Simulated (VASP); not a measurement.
Set up this calculation in VASP 6.6.1, as the native input.

| Property | Result |
| --- | --- |
| Task | single point |
| Functional | LDA |
| Potentials or basis | VASP PAW LDA potentials, release 64 (Re) |
| Cutoff | 520 eV |
| k mesh | 13 × 13 × 13 |
| Occupations | fermi-dirac, width 0.136057 eV |
| Spin | no spin polarisation |
| Dipole correction | no |
| Further INCAR settings | ALGO = Normal; EDIFF = 1e-06; NBANDS = 10 |

The structure of Re lies in POSCAR:

```
Re
1.0
    2.5389112245      0.0000000000      0.0000000000
    0.0000000000      2.5389112245      0.0000000000
    0.0000000000      0.0000000000      2.5389112245
Re
1
Direct
    0.0000000000      0.0000000000      0.0000000000
```

The input as run:

INCAR

```
SYSTEM = Re
PREC = Accurate ; ENCUT = 520
EDIFF = 1E-6 ; ISMEAR = -1
SIGMA = 0.13605693000000002 ; LREAL = .FALSE.
LASPH = .TRUE. ; NELM = 100
ALGO = Normal ; ISIF = 2
LWAVE = .FALSE. ; LCHARG = .TRUE.
LELF = .TRUE. ; LVHAR = .TRUE.
NBANDS = 10
```

KPOINTS

```
Automatic mesh
0
G
  13 13 13
  0 0 0
```

Potentials or basis: VASP PAW LDA potentials, release 64 (Re).

The run is started by

```console
$ cat potpaw_LDA.64/Re/POTCAR > POTCAR
$ mpirun -np 1 vasp_std > vasp.out
```

Results of the run:

```json
{
 "Pressure": "0.3 GPa"
}
```

It took 22 s on 1 thread of AMD EPYC 7R13, on a shared host, peak memory 0.1 GiB.
